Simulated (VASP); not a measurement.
Write the native input for VASP 6.6.1 that does the following.

| Property | Result |
| --- | --- |
| Task | single point |
| Functional | r2SCAN |
| Potentials or basis | VASP PAW PBE potentials, release 64 (Ga_d, N) |
| Cutoff | 520 eV |
| k mesh | 12 × 12 × 6 |
| Occupations | gaussian, width 0.05 eV |
| Spin | no spin polarisation |
| Dipole correction | no |
| Further INCAR settings | ALGO = Normal; EDIFF = 1e-06; NBANDS = 26 |

GaN:

```
CELL_PARAMETERS angstrom
3.18310 0.00000 0.00000
-1.59155 2.75664 0.00000
0.00000 0.00000 5.18360
ATOMIC_POSITIONS crystal
Ga 0.33333 0.66667 0.99911
Ga 0.66667 0.33333 0.49911
N 0.31520 0.63039 0.33731
N 0.66667 0.33333 0.87589
```

This cell differs from its parent crystal: atom 3 (N) moved by (-0.100, -0.200) A along y and z.

One way to write it, as run:

POSCAR

```
GaN
1.0
    3.1830984299      0.0000000000      0.0000000000
   -1.5915492150      2.7566441030      0.0000000000
    0.0000000000      0.0000000000      5.1835962425
Ga N
2 2
Direct
    0.3333333333      0.6666666667      0.9991101046
    0.6666666667      0.3333333333      0.4991101046
    0.3151953372      0.6303906745      0.3373066434
    0.6666666667      0.3333333333      0.8758898954
```

INCAR.step1

```
SYSTEM = GaN
ALGO     = Normal         ! electronic algorithm
EDIFF    = 1E-4           ! SCF threshold, eV
ENCUT    = 520            ! plane-wave cutoff, eV
GGA      = PE             ! functional
ISMEAR   = 0              ! smearing method
LASPH    = .TRUE.         ! aspherical terms in the spheres
LCHARG   = .FALSE.        ! write CHGCAR
LREAL    = .FALSE.        ! projectors in reciprocal space
LWAVE    = .TRUE.         ! write WAVECAR
NBANDS   = 26             ! bands
NELM     = 80             ! most SCF steps
PREC     = Accurate       ! precision mode
SIGMA    = 0.05           ! smearing width, eV
```

INCAR.step2

```
SYSTEM = GaN
ALGO     = Normal         ! electronic algorithm
EDIFF    = 1E-6           ! SCF threshold, eV
ENCUT    = 520            ! plane-wave cutoff, eV
ISIF     = 2              ! what is computed and relaxed
ISMEAR   = 0              ! smearing method
ISTART   = 1            
LASPH    = .TRUE.         ! aspherical terms in the spheres
LCHARG   = .FALSE.        ! write CHGCAR
LMIXTAU  = .TRUE.       
LREAL    = .FALSE.        ! projectors in reciprocal space
LWAVE    = .FALSE.        ! write WAVECAR
METAGGA  = R2SCAN         ! meta-GGA
NBANDS   = 26             ! bands
NELM     = 80             ! most SCF steps
PREC     = Accurate       ! precision mode
SIGMA    = 0.05           ! smearing width, eV
```

KPOINTS

```
k-points
0
G
  12 12 6
  0 0 0
```

Potentials or basis: VASP PAW PBE potentials, release 64 (Ga_d, N).

The run is started by

```console
$ cat potpaw_PBE.64/Ga_d/POTCAR potpaw_PBE.64/N/POTCAR > POTCAR
$ cp INCAR.step1 INCAR
$ mpirun -np 1 vasp_std > vasp.out
$ cp INCAR.step2 INCAR
$ mpirun -np 1 vasp_std > vasp.out
```

It gave:

```json
{
  "Pressure": "4.6 GPa",
  "Largest force": "5.276 eV/Å",
  "Band gap on the k mesh": "2.08 eV"
}
```

Caveat: the cell differs from its parent crystal (atom 3 (N) moved by (-0.100, -0.200) A along y and z); the stress differs along the axes, from -3 to 16 GPa; the PAW data sets were made with another functional, which shifts forces and pressure a little.

Wall time 4.2 min on 1 thread of Intel(R) Xeon(R) 6975P-C (Granite Rapids), with other jobs on the host, peak memory 0.35 GiB.
